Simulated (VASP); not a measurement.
# MgB2 (P6/mmm) in VASP: a series of runs

MgB2 is run at these levels: r2SCAN, PBE, HSE06; tasks: single point, relaxation of cell and atoms.

Everything below comes from runs of VASP 6.6.1. Logs are shortened: lines on timing, memory, paths and dates and some standing lists are left out, and cuts for length are marked.

## (1) The cell of the first run

The structure is hexagonal, space group P6/mmm (No. 191). The conventional cell has a = 3.071 Å, b = 3.071 Å, c = 3.501 Å, α = 90.00°, β = 90.00°, γ = 120.00°. Within 3.3 Å of Mg (site symmetry 6/mmm) lie 12 B at 2.49 Å and 6 Mg at 3.07 Å. Within 2.4 Å of B (site symmetry -6m2) lie 3 B at 1.77 Å.

## (2) Single point, r2SCAN

POSCAR

```
MgB2
1.0
    3.0714077020      0.0000000000      0.0000000000
   -1.5357038510      2.6599170954      0.0000000000
    0.0000000000      0.0000000000      3.5014572137
Mg B
1 2
Direct
    0.0000000000      0.0000000000      0.0000000000
    0.3333333333      0.6666666667      0.5000000000
    0.6666666667      0.3333333333      0.5000000000
```

INCAR.step1

```
SYSTEM = MgB2
PREC = Accurate
ENCUT = 520
ISMEAR = -1
SIGMA = 0.02
LREAL = .FALSE.
LASPH = .TRUE.
NELM = 80
NBANDS = 11
GGA = PE
ALGO = Normal
EDIFF = 1E-4
LWAVE = .TRUE.
LCHARG = .FALSE.
```

INCAR.step2

```
SYSTEM = MgB2
PREC = Accurate
ENCUT = 520
EDIFF = 1E-6
ISMEAR = -1
SIGMA = 0.02
LREAL = .FALSE.
LASPH = .TRUE.
NELM = 80
ALGO = Normal
ISIF = 2
LWAVE = .FALSE.
LCHARG = .FALSE.
METAGGA = R2SCAN
LMIXTAU = .TRUE.
NBANDS = 11
ISTART = 1
```

KPOINTS

```
regular mesh
0
G
  12 12 8
  0 0 0
```

Potentials or basis: VASP PAW PBE potentials, release 64 (Mg, B).

Launch:

```bash
cat potpaw_PBE.64/Mg/POTCAR potpaw_PBE.64/B/POTCAR > POTCAR
cp INCAR.step1 INCAR
mpirun -np 1 vasp_std > vasp.out
cp INCAR.step2 INCAR
mpirun -np 1 vasp_std > vasp.out
```

OUTCAR:

```text
SYSTEM = MgB2
   PREC = Accurate
   ENCUT = 520
   EDIFF = 1E-6
   ISMEAR = -1
   LREAL = .FALSE.
   LASPH = .TRUE.
   NELM = 80
   ISIF = 2
   METAGGA = R2SCAN
   ISTART = 1

 ion  position               nearest neighbor table
   1  0.000  0.000  0.000-   2 2.49   3 2.49   2 2.49   3 2.49   3 2.49   3 2.49   2 2.49   2 2.49
                             3 2.49   3 2.49   2 2.49   2 2.49
   2  0.333  0.667  0.500-   3 1.77   3 1.77   3 1.77   1 2.49   1 2.49   1 2.49   1 2.49   1 2.49
                             1 2.49
   3  0.667  0.333  0.500-   2 1.77   2 1.77   2 1.77   1 2.49   1 2.49   1 2.49   1 2.49   1 2.49
                             1 2.49

  LATTYP: Found a hexagonal cell.
 ALAT       =     3.0714077020
 C/A-ratio  =     1.1400170715

  Lattice vectors:

 A1 = (   3.0714077020,   0.0000000000,   0.0000000000)
 A2 = (  -1.5357038510,   2.6599170954,   0.0000000000)
 A3 = (   0.0000000000,   0.0000000000,   3.5014572137)

Analysis of symmetry for initial positions (statically):
=====================================================================
 Subroutine PRICEL returns:
 Original cell was already a primitive cell.

 Routine SETGRP: Setting up the symmetry group for a
 hexagonal supercell.

 Subroutine GETGRP returns: Found 24 space group operations
 (whereof 24 operations were pure point group operations)
 out of a pool of 24 trial point group operations.

The static configuration has the point symmetry D_6h.

Analysis of symmetry for dynamics (positions and initial velocities):
=====================================================================
 Subroutine PRICEL returns:
 Original cell was already a primitive cell.

 Routine SETGRP: Setting up the symmetry group for a
 hexagonal supercell.

 Subroutine GETGRP returns: Found 24 space group operations
 (whereof 24 operations were pure point group operations)
 out of a pool of 24 trial point group operations.

The dynamic configuration has the point symmetry D_6h.

 Subroutine INISYM returns: Found 24 space group operations
 (whereof 24 operations are pure point group operations),
 and found     1 'primitive' translations

----------------------------------------------------------------------------------------

                                     Primitive cell

  volume of cell :      28.6058

  direct lattice vectors                    reciprocal lattice vectors
     3.071407702  0.000000000  0.000000000     0.325583608  0.187975783  0.000000000
    -1.535703851  2.659917095  0.000000000     0.000000000  0.375951567  0.000000000
     0.000000000  0.000000000  3.501457214     0.000000000  0.000000000  0.285595379

  length of vectors
     3.071407702  3.071407702  3.501457214     0.375951567  0.375951567  0.285595379

  position of ions in fractional coordinates (direct lattice)
     0.000000000  0.000000000  0.000000000
     0.333333333  0.666666667  0.500000000
     0.666666667  0.333333333  0.500000000

  ion indices of the primitive-cell ions
   primitive index   ion index
                 1           1
                 2           2
                 3           3

----------------------------------------------------------------------------------------

 KPOINTS: regular mesh

Automatic generation of k-mesh.
 Grid dimensions read from file:
 generate k-points for:   12   12    8

 Generating k-lattice:

  Cartesian coordinates                     Fractional coordinates (reciprocal lattice)
     0.027131967  0.015664649  0.000000000     0.083333333  0.000000000  0.000000000
     0.000000000  0.031329297  0.000000000     0.000000000  0.083333333  0.000000000
     0.000000000  0.000000000  0.035699422     0.000000000  0.000000000  0.125000000

  Length of vectors
     0.031329297  0.031329297  0.035699422

  Shift w.r.t. Gamma in fractional coordinates (k-lattice)
     0.000000000  0.000000000  0.000000000

 Subroutine IBZKPT returns following result:
 ===========================================

 Found     95 irreducible k-points:

 Following reciprocal coordinates:
            Coordinates               Weight
  0.000000  0.000000  0.000000      1.000000
  0.083333  0.000000  0.000000      6.000000
  0.166667  0.000000  0.000000      6.000000
  0.250000  0.000000  0.000000      6.000000
  0.333333  0.000000  0.000000      6.000000
  0.416667  0.000000  0.000000      6.000000
[... 16 lines left out ...]
  0.250000  0.000000  0.125000     12.000000
  0.333333  0.000000  0.125000     12.000000
 [... further k-points ...]
   k-points           NKPTS =     95   k-points in BZ     NKDIM =     95   number of bands    NBANDS=     11
   number of dos      NEDOS =    301   number of ions     NIONS =      3
   total plane-waves  NPLWV =  16128
   dimension x,y,z NGX =    24 NGY =   24 NGZ =   28
   dimension x,y,z NGXF=    48 NGYF=   48 NGZF=   56
   ions per type =               1   2
   NGX,Y,Z   is equivalent  to a cutoff of  12.99, 12.99, 13.29 a.u.
   NGXF,Y,Z  is equivalent  to a cutoff of  25.98, 25.98, 26.59 a.u.
 SYSTEM =  MgB2
   PREC   = accura    normal or accurate (medium, high low for compatibility)
   ISTART =      1    job   : 0-new  1-cont  2-samecut
   ICHARG =      0    charge: 1-file 2-atom 10-const
   ISPIN  =      1    spin polarized calculation?
   LNONCOLLINEAR =      F non collinear calculations
   LSORBIT =      F    spin-orbit coupling
   LASPH  =      T    aspherical Exc in radial PAW
   ENCUT  =  520.0 eV  38.22 Ry    6.18 a.u.   5.71  5.71  6.51*2*pi/ulx,y,z
   NELM   =     80;   NELMIN=  2; NELMDL=  0     # of ELM steps
   EDIFF  = 0.1E-05   stopping-criterion for ELM
   LREAL  =      F    real-space projection
   EDIFFG = 0.1E-04   stopping-criterion for IOM
   NSW    =      0    number of steps for IOM
   IBRION =     -1    ionic relax: 0-MD 1-quasi-New 2-CG
   NFREE  =      0    steps in history (QN), initial steepest desc. (CG)
   ISIF   =      2    stress and relaxation
   ISYM   =      2    0-nonsym 1-usesym 2-fastsym
   POTIM  = 0.5000    time-step for ionic-motion
   TEBEG  =    0.0;   TEEND  =   0.0 temperature during run
   PSTRESS=    0.0 pullay stress
   NELECT =       8.0000    total number of electrons
   NUPDOWN=      -1.0000    fix difference up-down
   EMIN   =  10.00;   EMAX   =-10.00  energy-range for DOS
   EFERMI =   0.00;   METHOD = LEGACY
   ISMEAR =    -1;   SIGMA  =   0.02  broadening in eV -4-tet -1-fermi 0-gaus
   EFERMI_NEDOS =   21; number of points for ismear=-14 and -15
   IALGO  =     38    algorithm
   IMIX   =      4    mixing-type and parameters
     AMIX     =   0.40;   BMIX     =  1.00
     AMIX_MAG =   1.60;   BMIX_MAG =  1.00
  volume/ion in A,a.u.               =       9.54        64.35
  Fermi-wavevector in a.u.,A,eV,Ry     =   1.070582  2.023107 15.594267  1.146146
  Thomas-Fermi vector in A             =   2.206297
   LORBIT       =      0    0 simple, 1 ext, 2 COOP (PROOUT), +10 PAW based schemes
   METAGGA = R2SCAN    functional components
   LHFCALC =     F    Hartree Fock is set to
   AEXX    =    0.0000 exact exchange contribution
   IVDW    =     0    specifies the selected vdW correction
   LEPSILON=     F    determine dielectric tensor
   LRPA    =     F    only Hartree local field effects (RPA)
 non-spin polarized calculation
  energy-cutoff  :      520.00
  volume of cell :       28.61
 maximum number of plane-waves:       781
 NGX is ok and might be reduce to    24
   NGX = 11   NGY = 11   NGZ = 13

 number of electron       8.0000000 magnetization

 Free energy of the ion-electron system (eV)
  ---------------------------------------------------
  ext. energy  EPLUGINS =         0.00000000
  ---------------------------------------------------
  free energy    TOTEN  =       -19.40236345 eV

  energy without entropy =      -19.40052403  energy(sigma->0) =      -19.40144374

 E-fermi :   5.4502     XC(G=0): -11.5909

 val. band max:        5.4171083580   @ k =   0.2500   0.2500   0.0000
 cond. band min:       5.4578810246   @ k =   0.3333   0.1667   0.3750
 fundamental gap:      0.0407726666
 Fermi energy:         5.4502142189

 k-point     1 :       0.0000    0.0000    0.0000
  band No.  band energies     occupation
      1      -7.9263      2.00000
      2       2.2430      2.00000
      3       5.7721      0.00000
      4       5.7721      0.00000
      5       7.4164      0.00000
      6      12.0490      0.00000
      7      12.0490      0.00000
      8      13.9950      0.00000
      9      16.3061      0.00000
     10      19.3510      0.00000
     11      22.7874      0.00000

 k-point     2 :       0.0833    0.0000    0.0000
  band No.  band energies     occupation
      1      -7.7981      2.00000
      2       2.3685      2.00000
      3       5.1037      2.00000
      4       5.4631      0.68865
      5       7.5248      0.00000
      6      12.0069      0.00000
      7      12.6216      0.00000
      8      14.3042      0.00000
      9      15.8086      0.00000
     10      19.9559      0.00000
     11      22.1909      0.00000

 k-point     3 :       0.1667    0.0000    0.0000
  band No.  band energies     occupation
      1      -7.4150      2.00000
      2       2.7423      2.00000
      3       3.5567      2.00000
      4       4.7863      2.00000
      5       7.8613      0.00000
      6      11.6568      0.00000
      7      14.0789      0.00000
      8      14.5033      0.00000
      9      15.0762      0.00000
     10      21.1424      0.00000
     11      21.5088      0.00000
[... 267 lines left out ...]
 k-point    23 :       0.2500    0.0000    0.1250
  band No.  band energies     occupation
      1      -6.6501      2.00000
      2       1.8013      2.00000
      3       2.4051      2.00000
      4       4.1276      2.00000
      5       9.5506      0.00000
      6      11.2666      0.00000
      7      12.0664      0.00000
      8      16.0949      0.00000
      9      16.3000      0.00000
     10      19.2728      0.00000
     11      19.4965      0.00000

 k-point    24 :       0.3333    0.0000    0.1250
  band No.  band energies     occupation
      1      -5.7816      2.00000
      2      -0.0060      2.00000
      3       3.2392      2.00000
      4       3.5601      2.00000
      5       9.4731      0.00000
      6      10.4423      0.00000
      7      11.5032      0.00000
      8      15.9074      0.00000
      9      18.1325      0.00000
     10      18.8742      0.00000
     11      19.0699      0.00000

 [... further k-points ...]
[... 5 lines left out ...]
  --------------------------------------------------------------------------------------
  -------------------------------------------------------------------------------------
  Total       -0.0704711     -0.0704711     -0.0666659      0.0000000     -0.0000000     -0.0000000
  in kB       -3.9470016     -3.9470016     -3.7338742      0.0000000     -0.0000000     -0.0000000
  external PRESSURE =      -3.8759591 kB  Pullay stress =       0.0000000 kB

 VOLUME and BASIS-vectors are now :
 -----------------------------------------------------------------------------
  energy-cutoff  :      520.00
  volume of cell :       28.61
      direct lattice vectors                 reciprocal lattice vectors
     3.071407702  0.000000000  0.000000000     0.325583608  0.187975783  0.000000000
    -1.535703851  2.659917095  0.000000000     0.000000000  0.375951567  0.000000000
     0.000000000  0.000000000  3.501457214     0.000000000  0.000000000  0.285595379

 POSITION                                       TOTAL-FORCE (eV/Angst)
 -----------------------------------------------------------------------------------
      0.00000      0.00000      0.00000         0.000000      0.000000      0.000000
     -0.00000      1.77328      1.75073         0.000000     -0.000000      0.000000
      1.53570      0.88664      1.75073        -0.000000      0.000000     -0.000000
 -----------------------------------------------------------------------------------
    total drift:                                0.000000     -0.000000      0.000000

  FREE ENERGIE OF THE ION-ELECTRON SYSTEM (eV)
  ---------------------------------------------------
  free  energy   TOTEN  =       -19.4023634481 eV

  energy  without entropy=      -19.4005240309  energy(sigma->0) =      -19.40144374
```

It took 33 s on 1 thread of Intel Xeon 6975P-C (Granite Rapids), shared host; peak memory 0.17 GiB.

Results:

```yaml
Free_energy: -19.4024 eV
Pressure: -0.4 GPa
Band_gap_on_the_k_mesh: zero (band 4 reaches 7.30 eV, above the bottom of band 5 at 3.26 eV)
```

Caveat: the PAW data sets were made with another functional, which shifts forces and pressure a little.

## (3) Relaxation of cell and atoms, PBE

This run uses another cell than the first one, of 9.68 Å³/atom, 1.015 times its volume.

INCAR

```
SYSTEM = MgB2
PREC = Accurate
ENCUT = 600
EDIFF = 1E-6
ISMEAR = -1
SIGMA = 0.02
LREAL = .False.
LASPH = .True.
NELM = 100
ALGO = Normal
ISIF = 3
LWAVE = .False.
LCHARG = .False.
GGA = PE
IBRION = 2
NSW = 80
EDIFFG = -0.005
```

KPOINTS

```
Automatic mesh
0
Gamma
  12 12 6
  0 0 0
```

POSCAR

```
MgB2
1.0
    3.0850000000      0.0000000000      0.0000000000
   -1.5425000000      2.6716883707      0.0000000000
    0.0000000000      0.0000000000      3.5230000000
Mg B
1 2
Direct
    0.0000000000      0.0000000000      0.0000000000
    0.3333333333      0.6666666667      0.5000000000
    0.6666666667      0.3333333333      0.5000000000
```

Potentials or basis: VASP PAW PBE potentials, release 64 (Mg, B).

Launch:

```bash
cat potpaw_PBE.64/Mg/POTCAR potpaw_PBE.64/B/POTCAR > POTCAR
mpirun -np 1 vasp_std > vasp.out
```

Wall time 19 s (1 thread of Intel Xeon 6975P-C (Granite Rapids), shared host); peak memory 0.18 GiB.

Results (log left out):

- Free energy: -15.3311 eV
- Relaxed volume: 9.59 Å³/atom
- Relaxed cell: a = 3.076 Å, b = 3.076 Å, c = 3.511 Å, α = 90.00°, β = 90.00°, γ = 120.00°
- Space group after relaxing (to 0.05 Å): P6/mmm (No. 191)
- Energy gained by relaxing: 0.4 meV/atom
- Ionic steps: 4
- Pressure after relaxing: 0.0 GPa
- Band gap on the k mesh: zero (band 4 reaches 7.12 eV, above the bottom of band 5 at 3.30 eV)

Step by step:
| step | energy change (eV) | largest force (eV/Å) | pressure (GPa) | volume (Å³) |
| --- | --- | --- | --- | --- |
| 1 | 0.0000 | 0.0000 | -1.32 | 29.04 |
| 2 | -0.0008 | 0.0000 | 0.50 | 28.70 |
| 3 | -0.0010 | 0.0000 | -0.03 | 28.80 |
| 4 | -0.0011 | 0.0000 | 0.00 | 28.78 |

Final structure:
```cif
data_structure
_symmetry_space_group_name_H-M 'P 1'
_symmetry_Int_Tables_number 1
_cell_length_a 3.0764
_cell_length_b 3.0764
_cell_length_c 3.5114
_cell_angle_alpha 90.000
_cell_angle_beta 90.000
_cell_angle_gamma 120.000
_cell_volume 28.78
loop_
_atom_site_label
_atom_site_type_symbol
_atom_site_fract_x
_atom_site_fract_y
_atom_site_fract_z
_atom_site_occupancy
Mg1 Mg 0.00000 0.00000 0.00000 1
B1 B 0.33333 0.66667 0.50000 1
B2 B 0.66667 0.33333 0.50000 1
```

Levels at points of the mesh, in eV from the Fermi level:
| k point | band 2 | band 3 | band 4 | band 5 | band 6 | band 7 |
| --- | --- | --- | --- | --- | --- | --- |
| (0.00, 0.00, 0.00) | -2.84 | 0.46 | 0.46 | 1.80 | 6.43 | 6.43 |
| (0.50, 0.00, 0.00) | -7.76 | -2.09 | 0.32 | 3.20 | 4.00 | 5.49 |
| (0.00, 0.00, 0.50) | -7.35 | 0.84 | 0.84 | 6.76 | 6.76 | 8.10 |
| (0.50, 0.00, 0.50) | -6.85 | -3.47 | -1.80 | -1.18 | 5.85 | 8.95 |

(Continued in part 2 of 2.)
